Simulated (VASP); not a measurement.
Input of a VASP 6.6.1 run:

File INCAR:

```
SYSTEM = Cd
PREC = Accurate ; ENCUT = 500
EDIFF = 1E-6 ; ISMEAR = -1
SIGMA = 0.01 ; LREAL = .FALSE.
LASPH = .TRUE. ; NELM = 200
ALGO = Normal ; ISIF = 2
LWAVE = .FALSE. ; LCHARG = .FALSE.
MAGMOM = 0 0 0 ; LORBIT = 11
LSORBIT = .TRUE. ; GGA_COMPAT = .FALSE.
LORBMOM = .TRUE. ; GGA = CA
NBANDS = 23
```

File KPOINTS:

```
regular mesh
0
G
  10 10 10
  0 0 0
```

Contents of POSCAR:

```
Cd
1.0
    1.6080291500      0.9283960626      2.4492874100
   -1.6080291500      0.9283960626      2.4492874100
    0.0000000000     -1.8567921252      2.4492874100
Cd
1
Direct
    0.0000000000      0.0000000000      0.0000000000
```

Potentials or basis: VASP PAW LDA potentials, release 64 (Cd).

Command:

```sh
$ cat potpaw_LDA.64/Cd/POTCAR > POTCAR
$ mpirun -np 1 vasp_ncl > vasp.out
```

Question: Predict the net moment.

Answer: 0.00 μB per cell.

Question: Estimate the pressure.

Answer: -4.6 GPa.

Moments on the atoms (μB; x, y, z):
```
Cd  0.00 0.00 0.00
```

Caveat: the cell stands under tension.
